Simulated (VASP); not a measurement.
# CuGe4 in VASP: a series of runs, part 2 of 2

VASP 6.6.1. Earlier steps stand in the parts before.

### 4 Single point, PBE

INCAR reads:

```
PREC = Accurate
ENCUT = 520
EDIFF = 1E-7
ISMEAR = 0
SIGMA = 0.1
LREAL = F
LASPH = T
NELM = 100
ALGO = Normal
ISIF = 2
LWAVE = F
LCHARG = T
LDIPOL = T
IDIPOL = 3
DIPOL = 0.5 0.5 0.349
GGA = PE
LELF = T
LVHAR = T
LVACPOTAV = T
NBANDS = 42
```

KPOINTS reads:

```
regular mesh
0
Gamma
  7 7 1
```

POSCAR reads:

```
CuGe4
1.0
    4.0740542205      0.0000000000      0.0000000000
    0.0000000000      4.0740542205      0.0000000000
    0.0000000000      0.0000000000     19.8557568590
Ge Cu
4 1
Direct
    0.0000000000      0.5000000000      0.2014529100
    0.0000000000      0.0000000000      0.2739958855
    0.5000000000      0.0000000000      0.3493666156
    0.5000000000      0.5000000000      0.4208228837
    0.8750000000      0.5000000000      0.5010123440
```

Potentials or basis: VASP PAW PBE potentials, release 64 (Ge_d, Cu).

On the command line:

```
$ cat potpaw_PBE.64/Ge_d/POTCAR potpaw_PBE.64/Cu/POTCAR > POTCAR
$ mpirun -np 1 vasp_std > vasp.out
```

OUTCAR:

```text
PREC = Accurate
   ENCUT = 520
   EDIFF = 1E-7
   ISMEAR = 0
   LREAL = F
   LASPH = T
   NELM = 100
   ISIF = 2
   GGA = PE

 ion  position               nearest neighbor table
   1  0.000  0.500  0.201-   2 2.49   2 2.49
   2  0.000  0.000  0.274-   1 2.49   1 2.49   3 2.53   3 2.53
   3  0.500  0.000  0.349-   4 2.48   4 2.48   2 2.53   2 2.53
   4  0.500  0.500  0.421-   5 2.21   3 2.48   3 2.48
   5  0.875  0.500  0.501-   4 2.21

  LATTYP: Found a simple tetragonal cell.
 ALAT       =     4.0740542205
 C/A-ratio  =     4.8737095248

  Lattice vectors:

 A1 = (   4.0740542205,   0.0000000000,   0.0000000000)
 A2 = (   0.0000000000,   4.0740542205,   0.0000000000)
 A3 = (   0.0000000000,   0.0000000000,  19.8557568590)

Analysis of symmetry for initial positions (statically):
=====================================================================
 Subroutine PRICEL returns:
 Original cell was already a primitive cell.

 Routine SETGRP: Setting up the symmetry group for a
 simple tetragonal supercell.

 Subroutine GETGRP returns: Found  2 space group operations
 (whereof  2 operations were pure point group operations)
 out of a pool of 16 trial point group operations.

The static configuration has the point symmetry C_1h.

Analysis of symmetry for dynamics (positions and initial velocities):
=====================================================================
 Subroutine PRICEL returns:
 Original cell was already a primitive cell.

 Routine SETGRP: Setting up the symmetry group for a
 simple tetragonal supercell.

 Subroutine GETGRP returns: Found  2 space group operations
 (whereof  2 operations were pure point group operations)
 out of a pool of 16 trial point group operations.

The dynamic configuration has the point symmetry C_1h.

 Subroutine INISYM returns: Found  2 space group operations
 (whereof  2 operations are pure point group operations),
 and found     1 'primitive' translations

----------------------------------------------------------------------------------------

                                     Primitive cell

  volume of cell :     329.5642

  direct lattice vectors                    reciprocal lattice vectors
     4.074054220  0.000000000  0.000000000     0.245455742  0.000000000  0.000000000
     0.000000000  4.074054220  0.000000000     0.000000000  0.245455742  0.000000000
     0.000000000  0.000000000 19.855756859     0.000000000  0.000000000  0.050363228

  length of vectors
     4.074054220  4.074054220 19.855756859     0.245455742  0.245455742  0.050363228

  position of ions in fractional coordinates (direct lattice)
     0.000000000  0.500000000  0.201452910
     0.000000000  0.000000000  0.273995885
     0.500000000  0.000000000  0.349366616
     0.500000000  0.500000000  0.420822884
     0.875000000  0.500000000  0.501012344

  ion indices of the primitive-cell ions
   primitive index   ion index
                 1           1
                 2           2
                 3           3
                 4           4
                 5           5

[... 29 lines left out ...]
  0.142857  0.000000  0.000000      2.000000
  0.000000  0.142857  0.000000      2.000000
  0.285714  0.000000  0.000000      2.000000
  0.000000  0.285714  0.000000      2.000000
  0.428571  0.000000  0.000000      2.000000
[... 8 lines left out ...]
 -0.285714  0.428571  0.000000      4.000000
  0.428571  0.428571  0.000000      4.000000
   k-points           NKPTS =     16   k-points in BZ     NKDIM =     16   number of bands    NBANDS=     42
   number of dos      NEDOS =    301   number of ions     NIONS =      5
   total plane-waves  NPLWV = 135000
   dimension x,y,z NGX =    30 NGY =   30 NGZ =  150
   dimension x,y,z NGXF=    60 NGYF=   60 NGZF=  300
   ions per type =               4   1
   NGX,Y,Z   is equivalent  to a cutoff of  12.24, 12.24, 12.56 a.u.
   NGXF,Y,Z  is equivalent  to a cutoff of  24.48, 24.48, 25.12 a.u.
 SYSTEM =  unknown system
   PREC   = accura    normal or accurate (medium, high low for compatibility)
   ISTART =      0    job   : 0-new  1-cont  2-samecut
   ICHARG =      2    charge: 1-file 2-atom 10-const
   ISPIN  =      1    spin polarized calculation?
   LNONCOLLINEAR =      F non collinear calculations
   LSORBIT =      F    spin-orbit coupling
   LASPH  =      T    aspherical Exc in radial PAW
   ENCUT  =  520.0 eV  38.22 Ry    6.18 a.u.   7.58  7.58 36.92*2*pi/ulx,y,z
   NELM   =    100;   NELMIN=  2; NELMDL= -5     # of ELM steps
   EDIFF  = 0.1E-06   stopping-criterion for ELM
   LREAL  =      F    real-space projection
   EDIFFG = 0.1E-05   stopping-criterion for IOM
   NSW    =      0    number of steps for IOM
   IBRION =     -1    ionic relax: 0-MD 1-quasi-New 2-CG
   NFREE  =      0    steps in history (QN), initial steepest desc. (CG)
   ISIF   =      2    stress and relaxation
   ISYM   =      2    0-nonsym 1-usesym 2-fastsym
   POTIM  = 0.5000    time-step for ionic-motion
   TEBEG  =    0.0;   TEEND  =   0.0 temperature during run
   PSTRESS=    0.0 pullay stress
   NELECT =      67.0000    total number of electrons
   NUPDOWN=      -1.0000    fix difference up-down
   EMIN   =  10.00;   EMAX   =-10.00  energy-range for DOS
   EFERMI =   0.00;   METHOD = LEGACY
   ISMEAR =     0;   SIGMA  =   0.10  broadening in eV -4-tet -1-fermi 0-gaus
   EFERMI_NEDOS =   21; number of points for ismear=-14 and -15
   IALGO  =     38    algorithm
   IMIX   =      4    mixing-type and parameters
     AMIX     =   0.40;   BMIX     =  1.00
     AMIX_MAG =   1.60;   BMIX_MAG =  1.00
  volume/ion in A,a.u.               =      65.91       444.80
  Fermi-wavevector in a.u.,A,eV,Ry     =   0.962616  1.819080 12.607561  0.926630
  Thomas-Fermi vector in A             =   2.092090
   LORBIT       =      0    0 simple, 1 ext, 2 COOP (PROOUT), +10 PAW based schemes
   GGA     = PE    functional components
   LHFCALC =     F    Hartree Fock is set to
   AEXX    =    0.0000 exact exchange contribution
   IVDW    =     0    specifies the selected vdW correction
   LEPSILON=     F    determine dielectric tensor
   LRPA    =     F    only Hartree local field effects (RPA)
 non-spin polarized calculation
 Gauss-broadening in eV      SIGMA  =   0.10
  energy-cutoff  :      520.00
  volume of cell :      329.56
 maximum number of plane-waves:      8917
   NGX = 15   NGY = 15   NGZ = 73

 dipolmoment           0.000000      0.000000      0.106123 electrons x Angstroem

 number of electron      66.9999944 magnetization

 dipolmoment           0.000000      0.000000     -0.114943 electrons x Angstroem

 Free energy of the ion-electron system (eV)
  ---------------------------------------------------
  ext. energy  EPLUGINS =         0.00000000
  ---------------------------------------------------
  free energy    TOTEN  =       -18.32574473 eV

  energy without entropy =      -18.30699307  energy(sigma->0) =      -18.31636890

 E-fermi :  -1.5388     XC(G=0):  -4.3156

 val. band max:       -1.5407996126   @ k =   0.2857   0.0000   0.0000
 cond. band min:      -1.4948980433   @ k =  -0.2857   0.4286   0.0000
 fundamental gap:      0.0459015693
 Fermi energy:        -1.5387965709

 k-point     1 :       0.0000    0.0000    0.0000
  band No.  band energies     occupation
      1     -25.8508      2.00000
      2     -25.8331      2.00000
      3     -25.7993      2.00000
      4     -25.7848      2.00000
      5     -25.7766      2.00000
      6     -25.7576      2.00000
[... 709 lines left out ...]
     41       3.4076      0.00000
     42       4.4717      0.00000

------------------------ aborting loop because EDIFF is reached ----------------------------------------

  FORCE on cell =-STRESS in cart. coord.  units (eV):
  Direction    XX          YY          ZZ          XY          YZ          ZX
  --------------------------------------------------------------------------------------
  -------------------------------------------------------------------------------------
  Total       -2.6525627     -0.2105889     -0.0967847      0.0000000      0.0000000      1.9924100
  in kB      -12.8954404     -1.0237784     -0.4705192      0.0000000      0.0000000      9.6861066
  external PRESSURE =      -4.7965794 kB  Pullay stress =       0.0000000 kB

 VOLUME and BASIS-vectors are now :
 -----------------------------------------------------------------------------
  energy-cutoff  :      520.00
  volume of cell :      329.56
      direct lattice vectors                 reciprocal lattice vectors
     4.074054220  0.000000000  0.000000000     0.245455742  0.000000000  0.000000000
     0.000000000  4.074054220  0.000000000     0.000000000  0.245455742  0.000000000
     0.000000000  0.000000000 19.855756859     0.000000000  0.000000000  0.050363228

 POSITION                                       TOTAL-FORCE (eV/Angst)
 -----------------------------------------------------------------------------------
      0.00000      2.03703      4.00000        -0.045552      0.000000     -0.147277
      0.00000      0.00000      5.44040         0.086643      0.000000      0.270504
      2.03703      0.00000      6.93694        -0.095355      0.000000     -0.008486
      2.03703      2.03703      8.35576        -1.146413      0.000000     -0.156782
      3.56480      2.03703      9.94798         1.200678      0.000000      0.042042
 -----------------------------------------------------------------------------------
    total drift:                                0.000004     -0.000000      0.002730

  FREE ENERGIE OF THE ION-ELECTRON SYSTEM (eV)
  ---------------------------------------------------
  free  energy   TOTEN  =       -18.3257447300 eV

  energy  without entropy=      -18.3069930662  energy(sigma->0) =      -18.31636890

 vacuum level on the upper side and lower side of the slab         2.255         3.508
```

OSZICAR:

```text
N       E                     dE             d eps       ncg     rms          rms(c)
DAV:   1     0.592259346081E+03    0.59226E+03   -0.33487E+04  1642   0.254E+03
DAV:   2     0.823852081961E+02   -0.50987E+03   -0.49729E+03  1448   0.677E+02
DAV:   3    -0.135813568031E+02   -0.95967E+02   -0.94334E+02  1802   0.205E+02
[... 19 lines left out ...]
DAV:  23    -0.183257408829E+02   -0.41880E-05   -0.20604E-07  1060   0.623E-03    0.400E-04
DAV:  24    -0.183257432471E+02   -0.23641E-05   -0.13582E-07   962   0.273E-03    0.216E-04
DAV:  25    -0.183257443043E+02   -0.10573E-05   -0.79221E-08   938   0.444E-03    0.132E-04
DAV:  26    -0.183257446323E+02   -0.32801E-06   -0.34864E-08   932   0.213E-03    0.559E-05
DAV:  27    -0.183257447300E+02   -0.97678E-07   -0.13213E-08   986   0.132E-03
   1 F= -.18325745E+02 E0= -.18316369E+02  d E =-.187517E-01
```

stdout:

```text
POSCAR found type information on POSCAR GeCu
 POSCAR found :  2 types and       5 ions
 scaLAPACK will be used
 LDA part: xc-table for (Slater+PW92), standard interpolation
 POSCAR, INCAR and KPOINTS ok, starting setup
 FFT: planning ... GRIDC
 FFT: planning ... GRID_SOFT
 FFT: planning ... GRID
 WAVECAR not read
 entering main loop
 -----------------------------------------------------------------------------
|                                                                             |
|           W    W    AA    RRRRR   N    N  II  N    N   GGGG   !!!           |
|           W    W   A  A   R    R  NN   N  II  NN   N  G    G  !!!           |
|           W    W  A    A  R    R  N N  N  II  N N  N  G       !!!           |
|           W WW W  AAAAAA  RRRRR   N  N N  II  N  N N  G  GGG   !            |
|           WW  WW  A    A  R   R   N   NN  II  N   NN  G    G                |
|           W    W  A    A  R    R  N    N  II  N    N   GGGG   !!!           |
|                                                                             |
|     Did not find any points to average over, which means that no vacuum     |
|     field-free region was found. Please increase the size of  your cell     |
|     in the dimension of the dipole correction to obtain accurate            |
|     workfunction values.                                                    |
|                                                                             |
 -----------------------------------------------------------------------------
```

It took 7.6 min on 1 thread of Intel Xeon 6975P-C, shared host; peak memory 0.48 GiB.

Results:

```yaml
Free_energy: -18.3257 eV
Largest_force: 1.201 eV/Å
```

Forces in eV/Å, atoms in the order of the input:
```
Ge  -0.046  0.000 -0.147
Ge   0.087  0.000  0.271
Ge  -0.095  0.000 -0.008
Ge  -1.146  0.000 -0.157
Cu   1.201  0.000  0.042
```
